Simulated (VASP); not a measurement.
# YSiNi4 (Cmmm) in VASP: notebook, part 2 of 2

VASP 6.6.1. The steps go on from the part before.

## (3) Single point, LDA

This run uses another cell than the first one, of 12.73 Å³/atom, 0.958 times its volume.

INCAR reads:

```
ALGO     = Fast           # electronic algorithm
EDIFF    = 1E-7           # SCF threshold, eV
ENCUT    = 520            # plane-wave cutoff, eV
ISIF     = 2              # what is computed and relaxed
ISMEAR   = 0              # smearing method
LASPH    = T              # aspherical terms in the spheres
LCHARG   = F              # write CHGCAR
LREAL    = F              # projectors in reciprocal space
LWAVE    = F              # write WAVECAR
NBANDS   = 36             # bands
NELM     = 60             # most SCF steps
PREC     = Accurate       # precision mode
SIGMA    = 0.1            # smearing width, eV
```

KPOINTS reads:

```
k-points
0
Gamma
  8 8 10
```

POSCAR reads:

```
YSiNi4
1.0
    2.4721814543     -3.9974676588      0.0000000000
    2.4721814543      3.9974676588      0.0000000000
    0.0000000000      0.0000000000      3.8646278333
Y Si Ni
1 1 4
Direct
    0.0000000000      0.0000000000      0.0000000000
    0.5000000000      0.5000000000      0.5000000000
    0.3404486070      0.6595513930      0.0000000000
    0.6595513930      0.3404486070      0.0000000000
    0.5000000000      0.0000000000      0.5000000000
    0.0000000000      0.5000000000      0.5000000000
```

Potentials or basis: VASP PAW LDA potentials, release 64 (Y_sv, Si, Ni).

Command:

```console
cat potpaw_LDA.64/Y_sv/POTCAR potpaw_LDA.64/Si/POTCAR potpaw_LDA.64/Ni/POTCAR > POTCAR
mpirun -np 1 vasp_std > vasp.out
```

OUTCAR:

```text
EDIFF = 1E-7
   ENCUT = 520
   ISIF = 2
   ISMEAR = 0
   LASPH = T
   LREAL = F
   NELM = 60
   PREC = Accurate

 ion  position               nearest neighbor table
   1  0.000  0.000  0.000-   3 2.72   4 2.72   4 2.78   3 2.78   4 2.78   3 2.78   5 3.04   6 3.04
                             5 3.04   6 3.04   6 3.04   6 3.04   5 3.04   5 3.04   2 3.14   2 3.14
   2  0.500  0.500  0.500-   3 2.32   4 2.32   3 2.32   4 2.32   5 2.35   6 2.35   5 2.35   6 2.35
                             1 3.14   1 3.14   1 3.14   1 3.14
   3  0.340  0.660  0.000-   2 2.32   2 2.32   6 2.41   5 2.41   5 2.41   6 2.41   4 2.55   1 2.72
                             1 2.78   1 2.78   4 2.86   4 2.86
   4  0.660  0.340  0.000-   2 2.32   2 2.32   6 2.41   5 2.41   5 2.41   6 2.41   3 2.55   1 2.72
                             1 2.78   1 2.78   3 2.86   3 2.86
   5  0.500  0.000  0.500-   2 2.35   2 2.35   4 2.41   3 2.41   4 2.41   3 2.41   6 2.47   6 2.47
                             1 3.04   1 3.04   1 3.04   1 3.04
   6  0.000  0.500  0.500-   2 2.35   2 2.35   4 2.41   3 2.41   4 2.41   3 2.41   5 2.47   5 2.47
                             1 3.04   1 3.04   1 3.04   1 3.04

  LATTYP: Found a base centered orthorhombic cell.
 ALAT       =     4.9443629086
 B/A-ratio  =     1.6169798749
 C/A-ratio  =     0.7816230129

  Lattice vectors:

 A1 = (   2.4721814543,  -3.9974676588,   0.0000000000)
 A2 = (   2.4721814543,   3.9974676588,   0.0000000000)
 A3 = (   0.0000000000,   0.0000000000,   3.8646278333)

Analysis of symmetry for initial positions (statically):
=====================================================================
 Subroutine PRICEL returns:
 Original cell was already a primitive cell.

 Routine SETGRP: Setting up the symmetry group for a
 base centered orthorhombic supercell.

 Subroutine GETGRP returns: Found  8 space group operations
 (whereof  8 operations were pure point group operations)
 out of a pool of  8 trial point group operations.

The static configuration has the point symmetry D_2h.

Analysis of symmetry for dynamics (positions and initial velocities):
=====================================================================
 Subroutine PRICEL returns:
[... 138 lines left out ...]
  volume/ion in A,a.u.               =      12.73        85.91
  Fermi-wavevector in a.u.,A,eV,Ry     =   1.467331  2.772853 29.294160  2.153060
  Thomas-Fermi vector in A             =   2.582961
   LORBIT       =      0    0 simple, 1 ext, 2 COOP (PROOUT), +10 PAW based schemes
   GGA     = CA    functional components
   LHFCALC =     F    Hartree Fock is set to
   AEXX    =    0.0000 exact exchange contribution
   IVDW    =     0    specifies the selected vdW correction
   LEPSILON=     F    determine dielectric tensor
   LRPA    =     F    only Hartree local field effects (RPA)
 non-spin polarized calculation
 RMM-DIIS sequential band-by-band and
 Gauss-broadening in eV      SIGMA  =   0.10
  energy-cutoff  :      520.00
  volume of cell :       76.38
 maximum number of plane-waves:      2100
   NGX = 17   NGY = 17   NGZ = 15

 number of electron      55.0000022 magnetization

 Free energy of the ion-electron system (eV)
  ---------------------------------------------------
  ext. energy  EPLUGINS =         0.00000000
  ---------------------------------------------------
  free energy    TOTEN  =       -43.27678802 eV

  energy without entropy =      -43.26040469  energy(sigma->0) =      -43.26859636

 E-fermi :   8.6101     XC(G=0): -12.7456

 val. band max:        8.6042787017   @ k =   0.0000   0.0000   0.5000
 cond. band min:       8.6169852553   @ k =  -0.3750   0.1250   0.4000
 fundamental gap:      0.0127065535
 Fermi energy:         8.6100705004

 k-point     1 :       0.0000    0.0000    0.0000
  band No.  band energies     occupation
      1     -32.9725      2.00000
      2     -13.2445      2.00000
      3     -13.1849      2.00000
      4     -13.1404      2.00000
      5      -2.1458      2.00000
      6       3.6823      2.00000
[... 925 lines left out ...]
     35      14.1337      0.00000
     36      15.0110      0.00000

 [... further k-points ...]
[... 5 lines left out ...]
  --------------------------------------------------------------------------------------
  -------------------------------------------------------------------------------------
  Total        0.0683211      0.0387427      0.1164774     -0.0000000      0.0000000      0.0000000
  in kB        1.4330535      0.8126388      2.4431452     -0.0000000      0.0000000      0.0000000
  external PRESSURE =       1.5629458 kB  Pullay stress =       0.0000000 kB

 VOLUME and BASIS-vectors are now :
 -----------------------------------------------------------------------------
  energy-cutoff  :      520.00
  volume of cell :       76.38
      direct lattice vectors                 reciprocal lattice vectors
     2.472181454 -3.997467659  0.000000000     0.202250526 -0.125079186  0.000000000
     2.472181454  3.997467659  0.000000000     0.202250526  0.125079186  0.000000000
     0.000000000  0.000000000  3.864627833     0.000000000  0.000000000  0.258757128

 POSITION                                       TOTAL-FORCE (eV/Angst)
 -----------------------------------------------------------------------------------
      0.00000      0.00000      0.00000        -0.000000      0.000000      0.000000
      2.47218      0.00000      1.93231        -0.000000     -0.000000      0.000000
      2.47218      1.27560      0.00000        -0.000000      0.003695     -0.000000
      2.47218     -1.27560      0.00000        -0.000000     -0.003695      0.000000
      1.23609     -1.99873      1.93231         0.000000      0.000000      0.000000
      1.23609      1.99873      1.93231        -0.000000     -0.000000      0.000000
 -----------------------------------------------------------------------------------
    total drift:                                0.000000      0.000000      0.000000

  FREE ENERGIE OF THE ION-ELECTRON SYSTEM (eV)
  ---------------------------------------------------
  free  energy   TOTEN  =       -43.2767880212 eV

  energy  without entropy=      -43.2604046892  energy(sigma->0) =      -43.26859636
```

OSZICAR:

```text
N       E                     dE             d eps       ncg     rms          rms(c)
DAV:   1     0.409522225554E+03    0.40952E+03   -0.25007E+04  9080   0.195E+03
DAV:   2    -0.141534408717E+02   -0.42368E+03   -0.41001E+03  9076   0.416E+02
DAV:   3    -0.473591974097E+02   -0.33206E+02   -0.31930E+02  9744   0.137E+02
[... 27 lines left out ...]
RMM:  31    -0.432767876285E+02   -0.15500E-06   -0.18047E-06  7475   0.226E-03    0.647E-04
RMM:  32    -0.432767877572E+02   -0.12868E-06   -0.15039E-06  6860   0.205E-03    0.587E-04
RMM:  33    -0.432767878600E+02   -0.10283E-06   -0.12028E-06  6282   0.187E-03    0.625E-04
RMM:  34    -0.432767879486E+02   -0.88583E-07   -0.10486E-06  6206   0.189E-03    0.648E-04
RMM:  35    -0.432767880212E+02   -0.72627E-07   -0.87134E-07  6024   0.175E-03
   1 F= -.43276788E+02 E0= -.43268596E+02  d E =-.163833E-01
```

It took 13 min on 1 thread of Intel Xeon Platinum 8488C (Sapphire Rapids), shared host; peak memory 0.43 GiB.

Results:

```yaml
Free_energy: -43.2768 eV
Pressure: 0.2 GPa
Largest_force: 0.004 eV/Å
```

Forces on the atoms (eV/Å):
```
Y    0.000  0.000  0.000
Si   0.000  0.000  0.000
Ni   0.000  0.004  0.000
Ni   0.000 -0.004  0.000
Ni   0.000  0.000  0.000
Ni   0.000  0.000  0.000
```

Stress tensor (GPa, compression positive):
```
0.14 0.00 0.00
0.00 0.08 0.00
0.00 0.00 0.24
```

Spin polarisation is off, so any magnetic state and its effect on volume and gap are missing.

## (4) Single point, LDA

This run uses another cell than the first one, of 12.75 Å³/atom, 0.959 times its volume.

INCAR reads:

```
SYSTEM = YSiNi4
PREC     = Accurate       ! precision mode
ENCUT    = 520            ! plane-wave cutoff, eV
EDIFF    = 1E-7           ! SCF threshold, eV
ISMEAR   = -1             ! smearing method
SIGMA    = 0.15           ! smearing width, eV
LREAL    = .FALSE.        ! projectors in reciprocal space
LASPH    = .TRUE.         ! aspherical terms in the spheres
NELM     = 80             ! most SCF steps
ALGO     = Fast           ! electronic algorithm
ISIF     = 2              ! what is computed and relaxed
LWAVE    = .FALSE.        ! write WAVECAR
LCHARG   = .TRUE.         ! write CHGCAR
GGA      = CA             ! functional
LELF     = .TRUE.         ! ELF
LVHAR    = .TRUE.       
NBANDS   = 36             ! bands
```

KPOINTS reads:

```
regular mesh
0
G
  8 8 10
  0 0 0
```

POSCAR reads:

```
YSiNi4
1.0
    2.4707766235     -4.0029540420      0.0000000000
    2.4707766235      4.0029540420      0.0000000000
    0.0000000000      0.0000000000      3.8666455171
Y Si Ni
1 1 4
Direct
    0.0000000000      0.0000000000      0.0000000000
    0.5000000000      0.5000000000      0.5000000000
    0.3402693384      0.6597306616      0.0000000000
    0.6597306616      0.3402693384      0.0000000000
    0.5000000000      0.0000000000      0.5000000000
    0.0000000000      0.5000000000      0.5000000000
```

Command:

```console
cat potpaw_LDA.64/Y_sv/POTCAR potpaw_LDA.64/Si/POTCAR potpaw_LDA.64/Ni/POTCAR > POTCAR
mpirun -np 1 vasp_std > vasp.out
```

Run time: 13 min. Hardware: 1 thread of Intel Xeon Platinum 8488C (Sapphire Rapids), shared host; peak memory 0.44 GiB.

The run converged. Its results:

```yaml
Free_energy: -43.3962 eV
Pressure: 0.2 GPa
Largest_force: 0.005 eV/Å
```

Forces in eV/Å, atoms in the order of the input:
```
Y    0.000  0.000  0.000
Si   0.000  0.000  0.000
Ni   0.000  0.005  0.000
Ni   0.000 -0.005  0.000
Ni   0.000  0.000  0.000
Ni   0.000  0.000  0.000
```

Stress tensor (GPa, compression positive):
```
0.15 0.00 0.00
0.00 0.07 0.00
0.00 0.00 0.27
```

Levels at points of the mesh, in eV from the Fermi level:
```tsv
k point	band 24	band 25	band 26	band 27	band 28	band 29	band 30	band 31
(0.00, 0.00, 0.00)	-0.84	-0.39	-0.26	-0.20	-0.16	0.26	0.87	1.60
(0.50, 0.00, 0.00)	-1.05	-1.02	-0.95	-0.68	-0.51	1.20	2.21	3.09
(0.50, 0.50, 0.00)	-1.18	-1.01	-0.81	-0.15	0.68	0.80	1.96	2.40
(0.00, 0.00, 0.50)	-1.00	-0.92	-0.65	-0.63	-0.38	-0.18	-0.01	0.85
(0.50, 0.00, 0.50)	-1.15	-1.00	-0.95	-0.67	-0.60	0.71	0.97	1.88
(0.50, 0.50, 0.50)	-0.82	-0.77	-0.68	-0.27	-0.20	0.86	0.88	1.15
```

## (5) Overview

| cell | k mesh | smearing | gap on the mesh (eV) | pressure (GPa) | largest force (eV/Å) |
| --- | --- | --- | --- | --- | --- |
| a = 4.774, b = 4.774, c = 3.909 Å, angles 90.0, 90.0, 116.5°, 6 atoms | 4 × 4 × 6 | gaussian 0.1 eV | none | -7.0 | 0.07 |
| a = 4.700, b = 4.700, c = 3.865 Å, angles 90.0, 90.0, 116.5°, 6 atoms | 8 × 8 × 10 | gaussian 0.1 eV | none | 0.2 | - |
| a = 4.704, b = 4.704, c = 3.867 Å, angles 90.0, 90.0, 116.6°, 6 atoms | 8 × 8 × 10 | fermi-dirac 0.15 eV | none | 0.2 | 0.01 |

Alike in all rows: task single point; level LDA; potentials or basis VASP PAW LDA potentials, release 64 (Y_sv, Si, Ni); no spin polarisation; cutoff (eV) 520.

Caveats: some runs use coarse meshes.

Total energies depend on the potentials used, so only differences within one code and one set of settings carry meaning.
